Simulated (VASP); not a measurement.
# Si9N8O6 in VASP: further runs

The runs below take Si9N8O6 through single point, with PBE.

Everything below comes from runs of VASP 6.6.1. Logs are shortened: lines on timing, memory, paths and dates and some standing lists are left out, and cuts for length are marked.

## (1) The cell of the first run

The cell holds a disordered packing, 23 atoms: a = 6.951 Å, b = 6.753 Å, c = 6.614 Å, α = 92.77°, β = 90.83°, γ = 92.47°.

## (2) Single point, PBE

Contents of INCAR:

```
SYSTEM = Si9N8O6
  PREC = Accurate
  ENCUT = 520
  EDIFF = 1E-7
  ISMEAR = -1
  SIGMA = 0.2361
  LREAL = Auto
  LASPH = .True.
  NELM = 80
  ALGO = Normal
  ISIF = 2
  LWAVE = .False.
  LCHARG = .True.
  GGA = PE
  LELF = .True.
  LVHAR = .True.
  NBANDS = 73
```

Contents of KPOINTS:

```
Automatic mesh
0
Gamma
  3 3 3
  0 0 0
```

Contents of POSCAR:

```
Si9N8O6
1.0
    6.9494310000     -0.1483230000     -0.0508250000
   -0.1483230000      6.7490330000     -0.1619310000
   -0.0508250000     -0.1619310000      6.6115700000
Si N O
9 8 6
Direct
    0.8488129100      0.3755755509      0.6915851157
    0.2710724762      0.4147993332      0.5598942924
    0.0930191704      0.0259222219      0.5519509964
    0.6282403255      0.5791992131      0.9523819011
    0.3733277066      0.3356489234      0.0854367795
    0.5224257304      0.7011300472      0.5476890011
    0.4880373273      0.0909767657      0.4001945039
    0.9364312928      0.6452554383      0.3815737228
    0.7906896691      0.9454874263      0.2354501327
    0.1522475718      0.7968309357      0.7983020018
    0.5298117191      0.3533770239      0.9034036113
    0.7662557612      0.6845383096      0.1852095635
    0.0424262649      0.4376989830      0.4743376802
    0.2603804587      0.1691777097      0.6282237708
    0.4795645104      0.4508161775      0.4610616816
    0.0448641792      0.8701220509      0.3436988676
    0.0928972367      0.8073112933      0.9504503920
    0.1971865172      0.4704386783      0.0363353628
    0.4160731653      0.8835006910      0.4718199320
    0.3792072150      0.1196966052      0.1937714177
    0.5697398365      0.7655104696      0.8124878408
    0.8840850194      0.1242188524      0.6845408751
    0.7813182694      0.7082161931      0.5612353289
```

Potentials or basis: VASP PAW PBE potentials, release 64 (Si, N, O).

Run with:

```bash
> cat potpaw_PBE.64/Si/POTCAR potpaw_PBE.64/N/POTCAR potpaw_PBE.64/O/POTCAR > POTCAR
> mpirun -np 1 vasp_std > vasp.out
```

OUTCAR:

```text
SYSTEM = Si9N8O6
   PREC = Accurate
   ENCUT = 520
   EDIFF = 1E-7
   ISMEAR = -1
   LREAL = Auto
   LASPH = .True.
   NELM = 80
   ISIF = 2
   GGA = PE

 ion  position               nearest neighbor table
   1  0.849  0.376  0.692-  22 1.72  13 2.03  23 2.50   4 2.69   8 2.86   2 3.08   3 3.08
   2  0.271  0.415  0.560-  15 1.61  13 1.70  14 1.74   6 2.55   3 2.85   7 2.88   1 3.08   8 3.10

   3  0.093  0.026  0.552-  14 1.54  16 1.71  22 1.84  10 2.34  19 2.53   2 2.85   8 2.92   9 2.96
                             7 2.96   1 3.08
   4  0.628  0.579  0.952-  21 1.66  11 1.66  12 1.89   5 2.56   1 2.69   6 2.93
   5  0.373  0.336  0.085-  18 1.60  11 1.64  20 1.66   4 2.56   7 2.85
   6  0.522  0.701  0.548-  19 1.56  15 1.77  23 1.80  21 1.81   2 2.55   7 2.87   4 2.93   8 3.13

   7  0.488  0.091  0.400-  19 1.56  20 1.58  14 2.26  15 2.45   9 2.59   5 2.85   6 2.87   2 2.88
                             3 2.96
   8  0.936  0.645  0.382-  23 1.67  16 1.70  13 1.74  12 1.78   9 2.53   1 2.86   3 2.92   2 3.10
                             6 3.13
   9  0.791  0.945  0.235-  12 1.78  16 1.99   8 2.53   7 2.59   3 2.96
  10  0.152  0.797  0.798-  17 1.09   3 2.34
  11  0.530  0.353  0.903-   5 1.64   4 1.66
  12  0.766  0.685  0.185-   9 1.78   8 1.78   4 1.89
  13  0.042  0.438  0.474-   2 1.70   8 1.74   1 2.03
  14  0.260  0.169  0.628-   3 1.54   2 1.74   7 2.26
  15  0.480  0.451  0.461-   2 1.61   6 1.77   7 2.45
  16  0.045  0.870  0.344-   8 1.70   3 1.71   9 1.99
  17  0.093  0.807  0.950-  10 1.09
  18  0.197  0.470  0.036-   5 1.60
  19  0.416  0.884  0.472-   6 1.56   7 1.56   3 2.53
  20  0.379  0.120  0.194-   7 1.58   5 1.66
  21  0.570  0.766  0.812-   4 1.66   6 1.81
  22  0.884  0.124  0.685-   1 1.72   3 1.84
  23  0.781  0.708  0.561-   8 1.67   6 1.80   1 2.50

  LATTYP: Found a triclinic cell.
 ALAT       =     6.6137480066
 B/A-ratio  =     1.4611860315
 C/A-ratio  =     1.0209951321
 COS(alpha) =     0.0020287626
 COS(beta)  =     0.0482748790
 COS(gamma) =     0.6947834840

  Lattice vectors:

 A1 = (  -0.0508250000,  -0.1619310000,   6.6115700000)
 A2 = (  -7.0002560000,  -0.0136080000,   6.6623950000)
 A3 = (   0.1483230000,  -6.7490330000,   0.1619310000)

Analysis of symmetry for initial positions (statically):
=====================================================================
 Subroutine PRICEL returns:
 Original cell was already a primitive cell.

 Routine SETGRP: Setting up the symmetry group for a
 triclinic supercell.
[... 153 lines left out ...]
   NSW    =      0    number of steps for IOM
   IBRION =     -1    ionic relax: 0-MD 1-quasi-New 2-CG
   NFREE  =      0    steps in history (QN), initial steepest desc. (CG)
   ISIF   =      2    stress and relaxation
   ISYM   =      2    0-nonsym 1-usesym 2-fastsym
   POTIM  = 0.5000    time-step for ionic-motion
   TEBEG  =    0.0;   TEEND  =   0.0 temperature during run
   PSTRESS=    0.0 pullay stress
   NELECT =     112.0000    total number of electrons
   NUPDOWN=      -1.0000    fix difference up-down
   EMIN   =  10.00;   EMAX   =-10.00  energy-range for DOS
   EFERMI =   0.00;   METHOD = LEGACY
   ISMEAR =    -1;   SIGMA  =   0.24  broadening in eV -4-tet -1-fermi 0-gaus
   EFERMI_NEDOS =   21; number of points for ismear=-14 and -15
   IALGO  =     38    algorithm
   IMIX   =      4    mixing-type and parameters
     AMIX     =   0.40;   BMIX     =  1.00
     AMIX_MAG =   1.60;   BMIX_MAG =  1.00
  volume/ion in A,a.u.               =      13.47        90.88
  Fermi-wavevector in a.u.,A,eV,Ry     =   1.166303  2.203993 18.507496  1.360263
  Thomas-Fermi vector in A             =   2.302818
   LORBIT       =      0    0 simple, 1 ext, 2 COOP (PROOUT), +10 PAW based schemes
   GGA     = PE    functional components
   LHFCALC =     F    Hartree Fock is set to
   AEXX    =    0.0000 exact exchange contribution
   IVDW    =     0    specifies the selected vdW correction
   LEPSILON=     F    determine dielectric tensor
   LRPA    =     F    only Hartree local field effects (RPA)
 non-spin polarized calculation
  energy-cutoff  :      520.00
  volume of cell :      309.75
 maximum number of plane-waves:      8361
 NGX is ok and might be reduce to    54
   NGX = 25   NGY = 25   NGZ = 25

 number of electron     111.9999998 magnetization

 Free energy of the ion-electron system (eV)
  ---------------------------------------------------
  ext. energy  EPLUGINS =         0.00000000
  ---------------------------------------------------
  free energy    TOTEN  =      -160.16559369 eV

  energy without entropy =     -159.66099029  energy(sigma->0) =     -159.91329199

 E-fermi :   4.6784     XC(G=0):  -9.4304

 val. band max:        4.4780011689   @ k =   0.3333   0.3333   0.0000
 cond. band min:       4.8110515640   @ k =  -0.0000  -0.3333   0.3333
 fundamental gap:      0.3330503951
 Fermi energy:         4.6783706444

 k-point     1 :       0.0000    0.0000    0.0000
  band No.  band energies     occupation
      1     -19.5439      2.00000
      2     -17.9907      2.00000
      3     -16.8213      2.00000
      4     -16.1023      2.00000
      5     -15.2245      2.00000
      6     -15.0507      2.00000
[... 983 lines left out ...]
     67       8.6319      0.00000
     68       8.8763      0.00000
 [bands above 68 left out]

------------------------ aborting loop because EDIFF is reached ----------------------------------------

  FORCE on cell =-STRESS in cart. coord.  units (eV):
  Direction    XX          YY          ZZ          XY          YZ          ZX
  --------------------------------------------------------------------------------------
  -------------------------------------------------------------------------------------
  Total       13.8135949     10.6768135      7.0254779     13.1452968    -11.0004552     -8.6733272
  in kB       71.4511014     55.2260357     36.3394276     67.9943160    -56.9000789    -44.8629619
  external PRESSURE =      54.3388549 kB  Pullay stress =       0.0000000 kB

 VOLUME and BASIS-vectors are now :
 -----------------------------------------------------------------------------
  energy-cutoff  :      520.00
  volume of cell :      309.75
      direct lattice vectors                 reciprocal lattice vectors
     6.949431000 -0.148323000 -0.050825000     0.143973478  0.003192525  0.001184956
    -0.148323000  6.749033000 -0.161931000     0.003192525  0.148327289  0.003657383
    -0.050825000 -0.161931000  6.611570000     0.001184956  0.003657383  0.151348692

 POSITION                                       TOTAL-FORCE (eV/Angst)
 -----------------------------------------------------------------------------------
      5.80791      2.29688      4.46851         1.344927     -1.559922     -0.011675
      1.79382      2.66862      3.62083        -2.675523     -2.833510      2.002659
      0.61453      0.07178      3.64034        -5.753073     -1.957883      0.334912
      4.23160      3.66163      6.17102         2.462143      1.385280      0.442730
      2.54029      2.19610      0.49154        -2.207442      0.041526     -0.562004
      3.49873      4.56577      3.48100         4.895418     -2.595902      3.342163
[... 15 lines left out ...]
      6.09067      0.59638      4.46084         1.335263      0.401371     -1.226273
      5.29615      4.57301      3.55625        -1.336664     -0.342438     -0.867365
 -----------------------------------------------------------------------------------
    total drift:                                0.004820      0.006851      0.004698

  FREE ENERGIE OF THE ION-ELECTRON SYSTEM (eV)
  ---------------------------------------------------
  free  energy   TOTEN  =      -160.1655936917 eV

  energy  without entropy=     -159.6609902850  energy(sigma->0) =     -159.91329199
```

stdout:

```text
POSCAR found type information on POSCAR SiN O
 POSCAR found :  3 types and      23 ions
 scaLAPACK will be used
 LDA part: xc-table for (Slater+PW92), standard interpolation
 POSCAR, INCAR and KPOINTS ok, starting setup
 FFT: planning ... GRIDC
 FFT: planning ... GRID_SOFT
 FFT: planning ... GRID
 WAVECAR not read
 entering main loop
```

Wall time 8.9 min (1 thread of Intel Xeon Platinum 8259CL at 2.50GHz (Skylake/Cascade Lake), shared host); peak memory 0.47 GiB.

Results:

```yaml
Free_energy: -160.1656 eV
Pressure: 5.4 GPa
Largest_force: 6.471 eV/Å
Band_gap_on_the_k_mesh: 0.33 eV (least direct gap 0.42 eV)
```

Forces in eV/Å, atoms in the order of the input:
```
Si   1.345 -1.560 -0.012
Si  -2.676 -2.834  2.003
Si  -5.753 -1.958  0.335
Si   2.462  1.385  0.443
Si  -2.207  0.042 -0.562
Si   4.895 -2.596  3.342
Si   2.001  3.247  2.352
Si  -0.918 -0.702 -0.530
Si   1.668 -0.134 -0.986
N    1.326  0.424 -4.472
N    1.500  0.322  0.698
N   -2.009 -1.292 -3.108
N   -1.972  1.608  0.203
N    4.876  3.604 -0.341
N    1.563  2.176 -1.465
N   -0.285  2.450  1.397
N   -1.524  0.241  3.694
O   -0.018 -0.990  1.305
O   -0.990 -3.283 -0.168
O   -1.758  1.120 -2.287
O   -1.523 -1.328  0.254
O    1.335  0.401 -1.226
O   -1.337 -0.342 -0.867
```

Stress tensor (GPa, compression positive):
```
 7.15  6.80 -4.49
 6.80  5.52 -5.69
-4.49 -5.69  3.63
```

Caveat: the standard files for N, O and F lose accuracy on very short bonds; the atoms stand as in a frame of molecular dynamics.

## (3) Single point, PBE

Contents of INCAR:

```
SYSTEM = Si9N8O6
PREC = Accurate
ENCUT = 520
EDIFF = 1E-7
ISMEAR = -1
SIGMA = 0.3275
LREAL = Auto
LASPH = .True.
NELM = 80
ALGO = Normal
ISIF = 2
LWAVE = .False.
LCHARG = .False.
GGA = PE
NBANDS = 73
ISYM = 0
```

Contents of KPOINTS:

```
Automatic mesh
0
Gamma
  1 1 1
  0 0 0
```

Contents of POSCAR:

```
Si9N8O6
1.0
    6.9494310000     -0.1483230000     -0.0508250000
   -0.1483230000      6.7490330000     -0.1619310000
   -0.0508250000     -0.1619310000      6.6115700000
Si N O
9 8 6
Direct
    0.2055864287      0.1821831562      0.7244810281
    0.8779888706      0.3183966825      0.4354062768
    0.5150694823      0.7739385245      0.4183756726
    0.5890844913      0.4679965848      0.6292841752
    0.1313334332      0.5164194334      0.6394639000
    0.1094442900      0.6142096146      0.2510010607
    0.0633622784      1.0872117106      1.0993857234
    0.7004009959      0.5992235017      0.0451896813
    0.6735392551      0.0841247476      1.1262163204
    0.2004018349      0.5562425237      0.0324085401
    0.3764339521      0.3761754980      0.7231539151
    0.7178343789      0.4525212832      0.8423447315
    0.8486407634      0.1313218251      0.2869332460
   -0.3127172880      1.1430356392      0.6812062865
    0.8366748886      0.5327977084      0.2908657803
    0.6040690495     -0.2054826883      1.1609835171
    0.2526567842      0.6414797696      0.8844404191
   -0.1827815065      1.0312395481      0.6924149304
    0.0366637173      0.8276832024      1.1939108263
    1.1736132367      0.3505956973      1.2429867951
    0.5749671173      0.7210730008      0.6407397601
    0.4726229898      0.0124467319      0.5937377318
    0.3024739704      0.6682771316      0.4138340854
```

Potentials or basis: VASP PAW PBE potentials, release 64 (Si, N, O).

Run with:

```bash
> cat potpaw_PBE.64/Si/POTCAR potpaw_PBE.64/N/POTCAR potpaw_PBE.64/O/POTCAR > POTCAR
> mpirun -np 1 vasp_gam > vasp.out
```

OUTCAR:

```text
SYSTEM = Si9N8O6
   PREC = Accurate
   ENCUT = 520
   EDIFF = 1E-7
   ISMEAR = -1
   LREAL = Auto
   LASPH = .True.
   NELM = 80
   ISIF = 2
   GGA = PE
   ISYM = 0

 ion  position               nearest neighbor table
   1  0.206  0.182  0.724-  11 1.73  22 2.38   5 2.43   7 2.78   2 3.15
   2  0.878  0.318  0.435-  13 1.57  15 1.80  14 2.43  20 2.44   5 2.50   4 2.61   6 2.84   9 2.85
                             7 2.99   1 3.15
   3  0.515  0.774  0.418-  21 1.58  23 1.61  16 1.83  22 1.97   4 2.61   8 3.01   9 3.10   6 3.14

   4  0.589  0.468  0.629-  12 1.67  21 1.71  11 1.71  14 2.37   2 2.61   3 2.61   8 2.93
   5  0.131  0.516  0.639-  17 1.95  11 2.07  23 2.19   1 2.43   2 2.50   6 2.69
   6  0.109  0.614  0.251-  19 1.61  10 1.62  23 1.72  20 1.85  15 1.98   5 2.69   2 2.84   8 3.13
                             3 3.14
   7  0.063  0.087  0.099-  19 1.89  13 1.98  20 2.09   9 2.72   1 2.78   2 2.99
   8  0.700  0.599  0.045-  12 1.64  16 1.66  15 1.95   4 2.93   3 3.01   6 3.13
   9  0.674  0.084  0.126-  13 1.62  16 2.02   7 2.72   2 2.85   3 3.10
  10  0.200  0.556  0.032-  17 1.21   6 1.62
  11  0.376  0.376  0.723-   4 1.71   1 1.73   5 2.07
  12  0.718  0.453  0.842-   8 1.64   4 1.67
  13  0.849  0.131  0.287-   2 1.57   9 1.62   7 1.98
[... 185 lines left out ...]
      3     -17.2623      2.00000
      4     -16.0732      2.00000
      5     -14.9715      2.00000
      6     -14.0362      2.00000
[... 60 lines left out ...]
     67       7.7443      0.00013
     68       8.3921      0.00002
 [bands above 68 left out]

------------------------ aborting loop because EDIFF is reached ----------------------------------------

  FORCE on cell =-STRESS in cart. coord.  units (eV):
  Direction    XX          YY          ZZ          XY          YZ          ZX
  --------------------------------------------------------------------------------------
  -------------------------------------------------------------------------------------
  Total        4.1313445     17.6607938     11.9840722     -2.2257470     -0.9363038      6.2511132
  in kB       21.3694638     91.3508158     61.9878580    -11.5127215     -4.8430504     32.3340105
  external PRESSURE =      58.2360459 kB  Pullay stress =       0.0000000 kB

 VOLUME and BASIS-vectors are now :
 -----------------------------------------------------------------------------
  energy-cutoff  :      520.00
  volume of cell :      309.75
      direct lattice vectors                 reciprocal lattice vectors
     6.949431000 -0.148323000 -0.050825000     0.143973478  0.003192525  0.001184956
    -0.148323000  6.749033000 -0.161931000     0.003192525  0.148327289  0.003657383
    -0.050825000 -0.161931000  6.611570000     0.001184956  0.003657383  0.151348692

 POSITION                                       TOTAL-FORCE (eV/Angst)
 -----------------------------------------------------------------------------------
      1.36487      1.08175      4.75001         1.710273     -1.374259     -0.997866
      6.03217      1.94814      2.78254         0.062785      5.407840      1.410863
      3.44338      5.07919      2.61462         0.497806      4.207543     -0.774963
      3.99240      2.96925      4.05483         0.599603     -0.407020      1.233168
      0.80359      3.36230      4.13756         1.691682     -0.079337      0.482635
      0.65672      4.08844      1.55449        -2.310498     -1.850191      2.258169
[... 15 lines left out ...]
      3.25244     -0.08224      3.89950        -1.058157      0.722616     -2.342030
      1.98187      4.39835      2.61251        -2.660540     -0.725244     -0.693578
 -----------------------------------------------------------------------------------
    total drift:                               -0.006494      0.004671     -0.002143

  FREE ENERGIE OF THE ION-ELECTRON SYSTEM (eV)
  ---------------------------------------------------
  free  energy   TOTEN  =      -148.0357333389 eV

  energy  without entropy=     -146.1415398831  energy(sigma->0) =     -147.08863661
```

OSZICAR:

```text
N       E                     dE             d eps       ncg     rms          rms(c)
DAV:   1     0.903277289090E+03    0.90328E+03   -0.62665E+04   146   0.147E+03
DAV:   2    -0.740976930569E+02   -0.97737E+03   -0.92703E+03   188   0.334E+02
DAV:   3    -0.168718161329E+03   -0.94620E+02   -0.92456E+02   188   0.107E+02
[... 13 lines left out ...]
DAV:  17    -0.148035730606E+03   -0.45923E-05   -0.85206E-06   172   0.137E-02    0.489E-03
DAV:  18    -0.148035732588E+03   -0.19821E-05   -0.29216E-06   164   0.734E-03    0.291E-03
DAV:  19    -0.148035733216E+03   -0.62848E-06   -0.66779E-07   172   0.321E-03    0.183E-03
DAV:  20    -0.148035733331E+03   -0.11499E-06   -0.25788E-07   132   0.209E-03    0.673E-04
DAV:  21    -0.148035733339E+03   -0.77562E-08   -0.99149E-08   108   0.113E-03
   1 F= -.14803573E+03 E0= -.14708864E+03  d E =-.189419E+01
```

Wall time 45 s (1 thread of Intel Xeon Platinum 8559C (Emerald Rapids), shared host); peak memory 0.33 GiB.

Results:

```
Free energy   : -148.0357 eV
Pressure      : 5.8 GPa
Largest force : 5.940 eV/Å
```

Forces in eV/Å, atoms in the order of the input:
```
Si   1.710 -1.374 -0.998
Si   0.063  5.408  1.411
Si   0.498  4.208 -0.775
Si   0.600 -0.407  1.233
Si   1.692 -0.079  0.483
Si  -2.310 -1.850  2.258
Si  -0.373 -0.374  2.653
Si   2.418 -1.974  2.889
Si  -2.723 -1.811 -2.088
N    1.267  3.103 -4.904
N   -3.085 -0.133 -1.688
N    1.884  1.147  2.372
N    1.535 -3.859 -1.541
N    0.057 -1.672  0.171
N    1.145  0.239 -1.181
N   -1.788  2.214  1.924
N   -0.514 -0.863  0.589
O   -0.027  0.105  0.080
O    0.716  4.467 -1.089
O   -1.132 -3.262  1.396
O    2.085 -3.230 -0.160
O   -1.058  0.723 -2.342
O   -2.661 -0.725 -0.694
```

Stress tensor (GPa, compression positive):
```
 2.14 -1.15  3.23
-1.15  9.14 -0.48
 3.23 -0.48  6.20
```

Levels at points of the mesh, in eV from the Fermi level:
| k point | band 52 | band 53 | band 54 | band 55 | band 56 | band 57 | band 58 | band 59 | band 60 | band 61 |
| --- | --- | --- | --- | --- | --- | --- | --- | --- | --- | --- |
| (0.00, 0.00, 0.00) | -1.54 | -1.10 | -1.02 | -0.81 | -0.10 | 0.16 | 0.77 | 0.88 | 0.99 | 1.40 |

Caveat: the k points lie up to 0.95 Å⁻¹ apart; the standard files for N, O and F lose accuracy on very short bonds; the atoms stand as in a frame of molecular dynamics.

[end of part 1 of 3]
